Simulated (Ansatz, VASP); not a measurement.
**KBr in VASP and in Ansatz**

Contents of INCAR:

```
ALGO = Normal
EDIFF = 1E-6
ENCUT = 520
GGA = PE
ISIF = 2
ISMEAR = 0
LASPH = True
LCHARG = False
LREAL = False
LWAVE = False
NBANDS = 15
NELM = 100
PREC = Accurate
SIGMA = 0.01
```

Contents of KPOINTS:

```
k-points
0
Gamma
  6 6 6
```

The input POSCAR:

```
KBr
1.0
    0.0000000000      3.3166026886      3.3166026886
    3.3166026886      0.0000000000      3.3166026886
    3.3166026886      3.3166026886      0.0000000000
K Br
1 1
Direct
    0.0000000000      0.0000000000      0.0000000000
    0.5000000000      0.5000000000      0.5000000000
```

Input for Ansatz:

```yaml
crystal:
  lattice:
    - [0.0, 3.3166026886, 3.3166026886]
    - [3.3166026886, 0.0, 3.3166026886]
    - [3.3166026886, 3.3166026886, 0.0]
  atoms:
    - { symbol: K, position: [0.0, 0.0, 0.0] }
    - { symbol: Br, position: [0.5, 0.5, 0.5] }
kpoints:
  mp_grid: { grid: [6, 6, 6] }
hamiltonian:
  xc: pbe
scf:
  occupations: { method: fixed }
  n_extra_bands: 4
output:
  forces: true
  stress: true
  eigenvalues: true
```

Alike in both runs: task single point; functional PBE; k mesh 6 × 6 × 6; no spin polarisation.

```csv
,VASP,Ansatz
version,VASP 6.6.1,Ansatz 0.2.0
potentials or method,"VASP PAW PBE potentials, release 64 (K_sv, Br)","plane waves, PAW"
plane-wave cutoff (eV),520,420
occupations,"gaussian, width 0.01 eV",fixed
valence electrons in the cell,16,16
```

```tsv
	VASP	Ansatz	Ansatz less VASP
gap on the k mesh at the Fermi level (eV)	4.39	4.40	+0.001
pressure (GPa)	0.5	0.5	-0.04
```
